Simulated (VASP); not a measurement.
SiGe: single point with PBEsol

The system is SiGe.

```
CELL_PARAMETERS angstrom
3.86159 0.00000 0.00000
-1.93080 3.34424 0.00000
0.00000 0.00000 6.37896
ATOMIC_POSITIONS crystal
Si 0.66667 0.33333 0.87448
Si 0.33333 0.66667 0.37448
Ge 0.66667 0.33333 0.50052
Ge 0.33333 0.66667 0.00052
```

This cell differs from its parent crystal: equal strain along all axes, cell held: -1.0 %, then relaxed in part.

```yaml
Program: VASP 6.6.1
Task: single point
Functional: PBEsol
Potentials_or_basis: VASP PAW PBE potentials, release 64 (Si, Ge_d)
Cutoff: 520 eV
k_mesh: 12 × 12 × 6
Occupations: gaussian, width 0.02 eV
Spin: no spin polarisation
Dipole_correction: no
Further_INCAR_settings: ALGO = Normal; EDIFF = 1e-06; NBANDS = 26
```

The pressure is 2.6 GPa and the band gap on the k mesh is 0.30 eV, indirect (least direct gap 0.49 eV).

Forces on the atoms (eV/Å):
```
Si   0.000  0.000 -0.002
Si   0.000  0.000 -0.002
Ge   0.000  0.000  0.002
Ge   0.000  0.000  0.002
```

Stress tensor (GPa, compression positive):
```
2.56 0.00 0.00
0.00 2.56 0.00
0.00 0.00 2.65
```

Levels at points of the mesh, in eV from the valence-band top:
```
           k point  band 16  band 17  band 18  band 19  band 20  band 21
(0.00, 0.00, 0.00)    -0.34     0.00     0.00     0.49     1.74     2.01
(0.50, 0.00, 0.00)    -3.29    -3.16    -1.58     0.30     2.03     3.17
(0.00, 0.00, 0.50)    -1.00    -1.00    -1.00     1.30     1.30     3.08
(0.50, 0.00, 0.50)    -2.69    -2.61    -2.61     0.62     0.62     1.73
```

Wall time 81 s on 1 thread of Intel(R) Xeon(R) 6975P-C (Granite Rapids) (shared host), peak memory 0.28 GiB.

Caveat: the cell differs from its parent crystal (equal strain along all axes, cell held: -1.0 %, then relaxed in part); the PAW data sets were made with another functional, which shifts forces and pressure a little. A k mesh can miss the band edges.
